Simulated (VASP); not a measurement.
A run of VASP 6.6.1:

Contents of INCAR:

```
PREC = Accurate
ENCUT = 520
EDIFF = 1E-8
ISMEAR = 0
SIGMA = 0.01
LREAL = F
LASPH = T
NELM = 100
ALGO = Normal
ISIF = 2
LWAVE = F
LCHARG = F
GGA = PE
LEPSILON = T
```

The input KPOINTS:

```
Automatic mesh
0
Gamma
  10 10 5
```

Contents of POSCAR:

```
GaN
1.0
    3.1800000000      0.0000000000      0.0000000000
   -1.5900000000      2.7539607840      0.0000000000
    0.0000000000      0.0000000000      5.1660000000
Ga N
2 2
Direct
    0.6666666667      0.3333333333      0.5000000000
    0.3333333333      0.6666666667      0.0000000000
    0.6666666667      0.3333333333      0.8750000000
    0.3333333333      0.6666666667      0.3750000000
```

Potentials or basis: VASP PAW PBE potentials, release 64 (Ga_d, N).

The run is started by

```bash
$ cat potpaw_PBE.64/Ga_d/POTCAR potpaw_PBE.64/N/POTCAR > POTCAR
$ mpirun -np 1 vasp_std > vasp.out
```

Hardware: 1 thread of Intel(R) Xeon(R) Platinum 8488C (Sapphire Rapids) (shared host).

How long does it take, and how much memory?

It took 8.1 min on 1 thread of Intel(R) Xeon(R) Platinum 8488C (Sapphire Rapids), on a shared host, peak memory 0.42 GiB. Counts: scf iterations 151, k points 42.
